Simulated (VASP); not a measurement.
# ScAs6 (Cmmm) in VASP: notebook

The runs below take ScAs6 through single point, with PBE.

Everything below comes from runs of VASP 6.6.1. Logs are shortened: lines on timing, memory, paths and dates and some standing lists are left out, and cuts for length are marked.

### 1 The cell of the first run

Symmetry: Cmmm, No. 65, orthorhombic system. Conventional cell: a = 5.612 Å, b = 14.193 Å, c = 3.710 Å, α = 90.00°, β = 90.00°, γ = 90.00°. Within 3.9 Å of Sc (site symmetry mmm) lie 12 As at 2.89 to 3.82 Å and 2 Sc at 3.71 Å. As (site symmetry m) has 5 As at 2.50 to 3.15 Å and 2 Sc at 2.89 Å within 3.3 Å. Within 4.1 Å of As (site symmetry 2/m) lie 16 As at 2.71 to 4.01 Å and 2 Sc at 3.82 Å.

The cell was generated, and may not be a known phase.

### 2 Single point, PBE

File INCAR:

```
  PREC = Accurate
  ENCUT = 520
  EDIFF = 1E-6
  ISMEAR = 0
  SIGMA = 0.1
  LREAL = F
  LASPH = T
  NELM = 100
  ALGO = Normal
  ISIF = 2
  LWAVE = F
  LCHARG = F
  GGA = PE
  NBANDS = 30
```

File KPOINTS:

```
Automatic mesh
0
Gamma
  4 4 6
```

File POSCAR:

```
ScAs6
1.0
    2.8061661640     -7.0963507740      0.0000000000
    2.8061661640      7.0963507740      0.0000000000
    0.0000000000      0.0000000000      3.7095675442
Sc As
1 6
Direct
    0.5000000000      0.5000000000      0.0000000000
    0.1118045673      0.3340303699      0.5000000000
    0.8881954327      0.6659696301      0.5000000000
    0.3340303699      0.1118045673      0.5000000000
    0.6659696301      0.8881954327      0.5000000000
    0.0000000000      0.5000000000      0.0000000000
    0.5000000000      0.0000000000      0.0000000000
```

Potentials or basis: VASP PAW PBE potentials, release 64 (Sc_sv, As).

The run is started by

```bash
$ cat potpaw_PBE.64/Sc_sv/POTCAR potpaw_PBE.64/As/POTCAR > POTCAR
$ mpirun -np 1 vasp_std > vasp.out
```

OUTCAR:

```text
PREC = Accurate
   ENCUT = 520
   EDIFF = 1E-6
   ISMEAR = 0
   LREAL = F
   LASPH = T
   NELM = 100
   ISIF = 2
   GGA = PE

 ion  position               nearest neighbor table
   1  0.500  0.500  0.000-   2 2.89   3 2.89   4 2.89   5 2.89   2 2.89   3 2.89   4 2.89   5 2.89

   2  0.112  0.334  0.500-   5 2.50   6 2.71   6 2.71   1 2.89   1 2.89
   3  0.888  0.666  0.500-   4 2.50   6 2.71   6 2.71   1 2.89   1 2.89
   4  0.334  0.112  0.500-   3 2.50   7 2.71   7 2.71   1 2.89   1 2.89
   5  0.666  0.888  0.500-   2 2.50   7 2.71   7 2.71   1 2.89   1 2.89
   6  0.000  0.500  0.000-   2 2.71   3 2.71   2 2.71   3 2.71   7 2.81   7 2.81
   7  0.500  0.000  0.000-   4 2.71   5 2.71   4 2.71   5 2.71   6 2.81   6 2.81

  LATTYP: Found a base centered orthorhombic cell.
 ALAT       =     5.6123323280
 B/A-ratio  =     2.5288419713
 C/A-ratio  =     0.6609671929

  Lattice vectors:

 A1 = (   2.8061661640,  -7.0963507740,   0.0000000000)
 A2 = (   2.8061661640,   7.0963507740,   0.0000000000)
 A3 = (   0.0000000000,   0.0000000000,   3.7095675442)

Analysis of symmetry for initial positions (statically):
=====================================================================
 Subroutine PRICEL returns:
 Original cell was already a primitive cell.

 Routine SETGRP: Setting up the symmetry group for a
 base centered orthorhombic supercell.

 Subroutine GETGRP returns: Found  8 space group operations
 (whereof  8 operations were pure point group operations)
 out of a pool of  8 trial point group operations.

The static configuration has the point symmetry D_2h.

Analysis of symmetry for dynamics (positions and initial velocities):
=====================================================================
 Subroutine PRICEL returns:
 Original cell was already a primitive cell.

 Routine SETGRP: Setting up the symmetry group for a
 base centered orthorhombic supercell.

 Subroutine GETGRP returns: Found  8 space group operations
 (whereof  8 operations were pure point group operations)
 out of a pool of  8 trial point group operations.

The dynamic configuration has the point symmetry D_2h.

 Subroutine INISYM returns: Found  8 space group operations
 (whereof  8 operations are pure point group operations),
 and found     1 'primitive' translations

[... 104 lines left out ...]
   EDIFF  = 0.1E-05   stopping-criterion for ELM
   LREAL  =      F    real-space projection
   EDIFFG = 0.1E-04   stopping-criterion for IOM
   NSW    =      0    number of steps for IOM
   IBRION =     -1    ionic relax: 0-MD 1-quasi-New 2-CG
   NFREE  =      0    steps in history (QN), initial steepest desc. (CG)
   ISIF   =      2    stress and relaxation
   ISYM   =      2    0-nonsym 1-usesym 2-fastsym
   POTIM  = 0.5000    time-step for ionic-motion
   TEBEG  =    0.0;   TEEND  =   0.0 temperature during run
   PSTRESS=    0.0 pullay stress
   NELECT =      41.0000    total number of electrons
   NUPDOWN=      -1.0000    fix difference up-down
   EMIN   =  10.00;   EMAX   =-10.00  energy-range for DOS
   EFERMI =   0.00;   METHOD = LEGACY
   ISMEAR =     0;   SIGMA  =   0.10  broadening in eV -4-tet -1-fermi 0-gaus
   EFERMI_NEDOS =   21; number of points for ismear=-14 and -15
   IALGO  =     38    algorithm
   IMIX   =      4    mixing-type and parameters
     AMIX     =   0.40;   BMIX     =  1.00
     AMIX_MAG =   1.60;   BMIX_MAG =  1.00
  volume/ion in A,a.u.               =      21.11       142.43
  Fermi-wavevector in a.u.,A,eV,Ry     =   1.067830  2.017907 15.514198  1.140261
  Thomas-Fermi vector in A             =   2.203459
   LORBIT       =      0    0 simple, 1 ext, 2 COOP (PROOUT), +10 PAW based schemes
   GGA     = PE    functional components
   LHFCALC =     F    Hartree Fock is set to
   AEXX    =    0.0000 exact exchange contribution
   IVDW    =     0    specifies the selected vdW correction
   LEPSILON=     F    determine dielectric tensor
   LRPA    =     F    only Hartree local field effects (RPA)
 non-spin polarized calculation
 Gauss-broadening in eV      SIGMA  =   0.10
  energy-cutoff  :      520.00
  volume of cell :      147.74
 maximum number of plane-waves:      4004
 NGX is ok and might be reduce to    60
   NGX = 29   NGY = 29   NGZ = 13

 number of electron      41.0000000 magnetization

 Free energy of the ion-electron system (eV)
  ---------------------------------------------------
  ext. energy  EPLUGINS =         0.00000000
  ---------------------------------------------------
  free energy    TOTEN  =       -35.46192363 eV

  energy without entropy =      -35.44954835  energy(sigma->0) =      -35.45573599

 E-fermi :   5.2532     XC(G=0): -10.1386

 val. band max:        5.2509933583   @ k =   0.5000  -0.0000   0.1667
 cond. band min:       5.2764111899   @ k =   0.5000   0.5000   0.1667
 fundamental gap:      0.0254178316
 Fermi energy:         5.2532153457

 k-point     1 :       0.0000    0.0000    0.0000
  band No.  band energies     occupation
      1     -44.7654      2.00000
      2     -23.4223      2.00000
      3     -23.3868      2.00000
      4     -23.3696      2.00000
      5      -9.0569      2.00000
      6      -6.8915      2.00000
[... 781 lines left out ...]
     29       8.3236      0.00000
     30       8.6088      0.00000

 [... further k-points ...]

------------------------ aborting loop because EDIFF is reached ----------------------------------------

  FORCE on cell =-STRESS in cart. coord.  units (eV):
  Direction    XX          YY          ZZ          XY          YZ          ZX
  --------------------------------------------------------------------------------------
  -------------------------------------------------------------------------------------
  Total        0.3425841      0.1235771     -0.0621050     -0.0000000      0.0000000      0.0000000
  in kB        3.7151478      1.3401292     -0.6734971     -0.0000000      0.0000000      0.0000000
  external PRESSURE =       1.4605933 kB  Pullay stress =       0.0000000 kB

 VOLUME and BASIS-vectors are now :
 -----------------------------------------------------------------------------
  energy-cutoff  :      520.00
  volume of cell :      147.74
      direct lattice vectors                 reciprocal lattice vectors
     2.806166164 -7.096350774  0.000000000     0.178179042 -0.070458749  0.000000000
     2.806166164  7.096350774  0.000000000     0.178179042  0.070458749  0.000000000
     0.000000000  0.000000000  3.709567544     0.000000000  0.000000000  0.269573202

 POSITION                                       TOTAL-FORCE (eV/Angst)
 -----------------------------------------------------------------------------------
      2.80617      0.00000      0.00000        -0.000000     -0.000000      0.000000
      1.25109      1.57699      1.85478         0.022515      0.001236      0.000000
      4.36125     -1.57699      1.85478        -0.022515     -0.001236     -0.000000
      1.25109     -1.57699      1.85478         0.022515     -0.001236      0.000000
      4.36125      1.57699      1.85478        -0.022515      0.001236     -0.000000
      1.40308      3.54818      0.00000        -0.000000     -0.000000      0.000000
      1.40308     -3.54818      0.00000        -0.000000     -0.000000      0.000000
 -----------------------------------------------------------------------------------
    total drift:                                0.000000      0.000000     -0.000000

  FREE ENERGIE OF THE ION-ELECTRON SYSTEM (eV)
  ---------------------------------------------------
  free  energy   TOTEN  =       -35.4619236329 eV

  energy  without entropy=      -35.4495483543  energy(sigma->0) =      -35.45573599
```

It took 5.8 min on 1 thread of Oxide Virtual Turin-like, shared host; peak memory 0.32 GiB.

What came out:

```
Free energy            : -35.4619 eV
Pressure               : 0.1 GPa
Largest force          : 0.023 eV/Å
Band gap on the k mesh : zero (an odd number of electrons rules out a gap without spin polarisation)
```

Forces in eV/Å, atoms in the order of the input:
```
Sc   0.000  0.000  0.000
As   0.023  0.001  0.000
As  -0.023 -0.001  0.000
As   0.023 -0.001  0.000
As  -0.023  0.001  0.000
As   0.000  0.000  0.000
As   0.000  0.000  0.000
```

Stress tensor (GPa, compression positive):
```
 0.37  0.00  0.00
 0.00  0.13  0.00
 0.00  0.00 -0.07
```

Levels at points of the mesh, in eV from the Fermi level:
```csv
k point,band 18,band 19,band 20,band 21,band 22,band 23
"(0.00, 0.00, 0.00)",-1.33,-0.73,-0.28,0.22,0.98,1.52
"(0.50, 0.00, 0.00)",-1.02,-0.91,-0.46,-0.01,0.22,0.31
"(0.50, 0.50, 0.00)",-0.68,-0.20,0.07,0.21,0.75,1.21
"(0.00, 0.00, 0.50)",-1.96,-1.63,-1.04,-0.58,0.77,1.62
"(0.50, 0.00, 0.50)",-1.10,-1.02,-0.76,-0.39,-0.33,0.57
"(0.50, 0.50, 0.50)",-3.26,-2.32,-0.77,-0.40,1.47,1.75
```

Caveat: an odd number of electrons without spin polarisation forces a metal; a magnetic or distorted state may lie lower.

(Continued in part 2 of 2.)

The gap in the log of VASP goes by the Fermi energy; the results here count the filled bands.